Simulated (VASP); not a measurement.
# TiTe2 (P-3m1) in VASP: single point with PBEsol

Aim: the single point of TiTe2 with PBEsol.

All numbers are computed with VASP 6.6.1; they aren't measurements. Logs are shortened: lines on timing, memory, paths and dates and some standing lists are left out, and cuts for length are marked.

**1. The cell of the first run**

It takes space group P-3m1 (No. 164, trigonal). Conventional cell: a = 3.699 Å, b = 3.699 Å, c = 6.448 Å, α = 90.00°, β = 90.00°, γ = 120.00°. Ti (site symmetry -3m) has 6 Te at 2.74 Å and 6 Ti at 3.70 Å within 3.7 Å. Within 3.7 Å of Te (site symmetry 3m) lie 3 Ti at 2.74 Å and 9 Te at 3.69 to 3.70 Å.

**2. Single point, PBEsol, non-collinear spin, zero start, spin-orbit coupling**

INCAR reads:

```
SYSTEM = TiTe2
PREC     = Accurate       ! precision mode
ENCUT    = 520            ! plane-wave cutoff, eV
EDIFF    = 1E-6           ! SCF threshold, eV
ISMEAR   = 0              ! smearing method
SIGMA    = 0.03           ! smearing width, eV
LREAL    = .False.        ! projectors in reciprocal space
LASPH    = .True.         ! aspherical terms in the spheres
NELM     = 150            ! most SCF steps
ALGO     = Normal         ! electronic algorithm
ISIF     = 2              ! what is computed and relaxed
LWAVE    = .False.        ! write WAVECAR
LCHARG   = .False.        ! write CHGCAR
LNONCOLLINEAR= .True.         ! non-collinear magnetism
MAGMOM   = 0 0 0 0 0 0 0 0 0 ! initial moments
LORBIT   = 11             ! projections on sites
LSORBIT  = .True.         ! spin-orbit coupling
GGA_COMPAT= .False.      
LORBMOM  = .True.       
LMAXMIX  = 4              ! l up to which the mixer works
GGA      = PS             ! functional
NBANDS   = 37             ! bands
KPAR     = 4
```

KPOINTS reads:

```
regular mesh
0
Gamma
  12 12 8
  0 0 0
```

POSCAR reads:

```
TiTe2
1.0
    3.6990483817      0.0000000000      0.0000000000
   -1.8495241909      3.2034698684      0.0000000000
    0.0000000000      0.0000000000      6.4483569072
Ti Te
1 2
Direct
    0.0000000000      0.0000000000      0.0000000000
    0.3333333333      0.6666666667      0.2670952604
    0.6666666667      0.3333333333      0.7329047396
```

Potentials or basis: VASP PAW PBE potentials, release 64 (Ti_sv, Te).

Command:

```bash
> cat potpaw_PBE.64/Ti_sv/POTCAR potpaw_PBE.64/Te/POTCAR > POTCAR
> mpirun -np 4 vasp_ncl > vasp.out
```

OUTCAR:

```text
SYSTEM = TiTe2
   PREC = Accurate
   ENCUT = 520
   EDIFF = 1E-6
   ISMEAR = 0
   LREAL = .False.
   LASPH = .True.
   NELM = 150
   ISIF = 2
   LNONCOLLINEAR = .True.
   LORBIT = 11
   LSORBIT = .True.
   GGA = PS

 ion  position               nearest neighbor table
   1  0.000  0.000  0.000-   2 2.74   3 2.74   3 2.74   2 2.74   3 2.74   2 2.74
   2  0.333  0.667  0.267-   1 2.74   1 2.74   1 2.74
   3  0.667  0.333  0.733-   1 2.74   1 2.74   1 2.74

  LATTYP: Found a hexagonal cell.
 ALAT       =     3.6990483817
 C/A-ratio  =     1.7432475171

  Lattice vectors:

 A1 = (   3.6990483817,   0.0000000000,   0.0000000000)
 A2 = (  -1.8495241909,   3.2034698684,   0.0000000000)
 A3 = (   0.0000000000,   0.0000000000,   6.4483569072)

Analysis of symmetry for initial positions (statically):
=====================================================================
 Subroutine PRICEL returns:
 Original cell was already a primitive cell.

 Routine SETGRP: Setting up the symmetry group for a
 hexagonal supercell.

 Subroutine GETGRP returns: Found 12 space group operations
 (whereof 12 operations were pure point group operations)
 out of a pool of 24 trial point group operations.

The static configuration has the point symmetry D_3d.

Analysis of symmetry for dynamics (positions and initial velocities):
=====================================================================
 Subroutine PRICEL returns:
 Original cell was already a primitive cell.

 Routine SETGRP: Setting up the symmetry group for a
 hexagonal supercell.

 Subroutine GETGRP returns: Found 12 space group operations
 (whereof 12 operations were pure point group operations)
 out of a pool of 24 trial point group operations.

The dynamic configuration has the point symmetry D_3d.

Analysis of structural, dynamic, and magnetic symmetry:
=====================================================================
 Subroutine PRICEL returns:
 Original cell was already a primitive cell.

 Routine SETGRP: Setting up the symmetry group for a
 hexagonal supercell.

 Subroutine GETGRP returns: Found 12 space group operations
 (whereof 12 operations were pure point group operations)
 out of a pool of 24 trial point group operations.

The overall configuration has the point symmetry D_3d.

 Subroutine INISYM returns: Found 12 space group operations
 (whereof 12 operations are pure point group operations),
 and found     1 'primitive' translations

----------------------------------------------------------------------------------------

                                     Primitive cell

  volume of cell :      76.4117

  direct lattice vectors                    reciprocal lattice vectors
     3.699048382  0.000000000  0.000000000     0.270339800  0.156080756  0.000000000
    -1.849524191  3.203469868  0.000000000     0.000000000  0.312161513  0.000000000
     0.000000000  0.000000000  6.448356907     0.000000000  0.000000000  0.155078265

  length of vectors
     3.699048382  3.699048382  6.448356907     0.312161513  0.312161513  0.155078265

  position of ions in fractional coordinates (direct lattice)
     0.000000000  0.000000000  0.000000000
     0.333333333  0.666666667  0.267095260
     0.666666667  0.333333333  0.732904740

  ion indices of the primitive-cell ions
   primitive index   ion index
                 1           1
                 2           2
                 3           3

----------------------------------------------------------------------------------------

 KPOINTS: regular mesh

Automatic generation of k-mesh.
 Grid dimensions read from file:
 generate k-points for:   12   12    8

 Generating k-lattice:

  Cartesian coordinates                     Fractional coordinates (reciprocal lattice)
     0.022528317  0.013006730  0.000000000     0.083333333  0.000000000  0.000000000
     0.000000000  0.026013459  0.000000000     0.000000000  0.083333333  0.000000000
[... 98 lines left out ...]

 number of electron      24.0000001 magnetization      -0.0000000      0.0000000     -0.0000000

 Free energy of the ion-electron system (eV)
  ---------------------------------------------------
  ext. energy  EPLUGINS =         0.00000000
  ---------------------------------------------------
  free energy    TOTEN  =       -17.75887646 eV

  energy without entropy =      -17.75840802  energy(sigma->0) =      -17.75864224

 E-fermi :   7.3078     XC(G=0): -10.2413

 val. band max:        7.3072558511   @ k =   0.4167   0.0000   0.2500
 cond. band min:       7.3187655379   @ k =   0.4167   0.0000   0.1250
 fundamental gap:      0.0115096869
 Fermi energy:         7.3077646881

 k-point     1 :       0.0000    0.0000    0.0000
  band No.  band energies     occupation
      1     -49.8236      1.00000
      2     -49.8236      1.00000
      3     -26.6113      1.00000
      4     -26.6113      1.00000
      5     -25.9746      1.00000
      6     -25.9746      1.00000
[... 925 lines left out ...]
     35      13.3247      0.00000
     36      13.3247      0.00000

 [... further k-points ...]

 [bands above 36 left out]

------------------------ aborting loop because EDIFF is reached ----------------------------------------

  FORCE on cell =-STRESS in cart. coord.  units (eV):
  Direction    XX          YY          ZZ          XY          YZ          ZX
  --------------------------------------------------------------------------------------
  -------------------------------------------------------------------------------------
  Total        0.0222606      0.0222606      0.0442629     -0.0000000      0.0000000      0.0000000
  in kB        0.4667529      0.4667529      0.9280904     -0.0000000      0.0000000      0.0000000
  external PRESSURE =       0.6205321 kB  Pullay stress =       0.0000000 kB

 VOLUME and BASIS-vectors are now :
 -----------------------------------------------------------------------------
  energy-cutoff  :      520.00
  volume of cell :       76.41
      direct lattice vectors                 reciprocal lattice vectors
     3.699048382  0.000000000  0.000000000     0.270339800  0.156080756  0.000000000
    -1.849524191  3.203469868  0.000000000     0.000000000  0.312161513  0.000000000
     0.000000000  0.000000000  6.448356907     0.000000000  0.000000000  0.155078265

 POSITION                                       TOTAL-FORCE (eV/Angst)
 -----------------------------------------------------------------------------------
      0.00000      0.00000      0.00000         0.000000      0.000000      0.000000
     -0.00000      2.13565      1.72233        -0.000000     -0.000000      0.026691
      1.84952      1.06782      4.72603        -0.000000      0.000000     -0.026691
 -----------------------------------------------------------------------------------
    total drift:                                0.000000      0.000000     -0.000000

  FREE ENERGIE OF THE ION-ELECTRON SYSTEM (eV)
  ---------------------------------------------------
  free  energy   TOTEN  =       -17.7588764562 eV

  energy  without entropy=      -17.7584080238  energy(sigma->0) =      -17.75864224

 orbital moment (x)

 # of ion     p       d       tot
 ----------------------------------------
  1         0.000  -0.000  -0.000
  2        -0.000  -0.000  -0.000
  3        -0.000  -0.000  -0.000
 ----------------------------------------
           -0.000  -0.000  -0.000

 orbital moment (y)

 # of ion     p       d       tot
 ----------------------------------------
  1         0.000   0.000   0.000
  2        -0.000  -0.000  -0.000
  3        -0.000  -0.000  -0.000
 ----------------------------------------
           -0.000   0.000  -0.000

 orbital moment (z)

 # of ion     p       d       tot
 ----------------------------------------
  1         0.000   0.000   0.000
  2         0.000   0.000   0.000
  3         0.000   0.000   0.000
 ----------------------------------------
            0.000   0.000   0.000

 Spin-Orbit-Coupling matrix elements

 Ion:    1  E_soc:     -0.0145224
 l=   1
     0.0000000    -0.0018939    -0.0018644
    -0.0018939     0.0000000    -0.0018939
    -0.0018644    -0.0018939     0.0000000
 l=   2
     0.0000000    -0.0001438     0.0000000    -0.0001438    -0.0003357
    -0.0001438     0.0000000    -0.0002586    -0.0001810    -0.0001438
     0.0000000    -0.0002586     0.0000000    -0.0002586     0.0000000
    -0.0001438    -0.0001810    -0.0002586     0.0000000    -0.0001438
    -0.0003357    -0.0001438     0.0000000    -0.0001438     0.0000000
 l=   3
     0.0000000     0.0000000     0.0000000     0.0000000     0.0000000     0.0000000     0.0000000
     0.0000000     0.0000000     0.0000000     0.0000000     0.0000000     0.0000000     0.0000000
     0.0000000     0.0000000     0.0000000     0.0000000     0.0000000     0.0000000     0.0000000
     0.0000000     0.0000000     0.0000000     0.0000000     0.0000000     0.0000000     0.0000000
[... 29 lines left out ...]
 l=   2
     0.0000000    -0.0000189     0.0000000    -0.0000189    -0.0001000
    -0.0000189     0.0000000    -0.0000330     0.0000177    -0.0000189
     0.0000000    -0.0000330     0.0000000    -0.0000330     0.0000000
    -0.0000189     0.0000177    -0.0000330     0.0000000    -0.0000189
    -0.0001000    -0.0000189     0.0000000    -0.0000189     0.0000000
 l=   3
     0.0000000     0.0000000     0.0000000     0.0000000     0.0000000     0.0000000     0.0000000
     0.0000000     0.0000000     0.0000000     0.0000000     0.0000000     0.0000000     0.0000000
     0.0000000     0.0000000     0.0000000     0.0000000     0.0000000     0.0000000     0.0000000
     0.0000000     0.0000000     0.0000000     0.0000000     0.0000000     0.0000000     0.0000000
     0.0000000     0.0000000     0.0000000     0.0000000     0.0000000     0.0000000     0.0000000
     0.0000000     0.0000000     0.0000000     0.0000000     0.0000000     0.0000000     0.0000000
     0.0000000     0.0000000     0.0000000     0.0000000     0.0000000     0.0000000     0.0000000

 total charge

# of ion       s       p       d       tot
------------------------------------------
    1        2.171   6.128   1.912  10.211
    2        1.384   1.993   0.044   3.421
    3        1.384   1.993   0.044   3.421
--------------------------------------------------
tot          4.939  10.114   1.999  17.053

 magnetization (x)

# of ion       s       p       d       tot
------------------------------------------
    1        0.000   0.000   0.000   0.000
    2        0.000   0.000   0.000   0.000
    3        0.000   0.000   0.000   0.000
--------------------------------------------------
tot          0.000   0.000   0.000   0.000

 magnetization (y)

# of ion       s       p       d       tot
------------------------------------------
    1        0.000   0.000   0.000   0.000
    2        0.000   0.000   0.000   0.000
    3        0.000   0.000   0.000   0.000
--------------------------------------------------
tot          0.000   0.000   0.000   0.000

 magnetization (z)

# of ion       s       p       d       tot
------------------------------------------
    1        0.000   0.000   0.000   0.000
    2        0.000   0.000   0.000   0.000
    3        0.000   0.000   0.000   0.000
--------------------------------------------------
tot          0.000   0.000   0.000   0.000
```

It took 4.2 min on 4 MPI ranks of Oxide Virtual Turin-like, shared host; peak memory 0.7 GiB.

What came out:

* Free energy: -17.7589 eV
* Pressure: 0.1 GPa
* Largest force: 0.027 eV/Å
* Net moment: 0.00 μB per cell
* Valence electrons inside the program's atomic spheres: Ti 10.21; Te 3.42

Forces in eV/Å, atoms in the order of the input:
```
Ti   0.000  0.000  0.000
Te   0.000  0.000  0.027
Te   0.000  0.000 -0.027
```

Moments on the atoms (μB; x, y, z):
```
Ti  0.00 0.00 0.00
Te  0.00 0.00 0.00
Te  0.00 0.00 0.00
```

Caveat: the PAW data sets were made with another functional, which shifts forces and pressure a little; this functional lacks dispersion, which binds layers or chains, so the pressure and a relaxed spacing across them are unreliable.
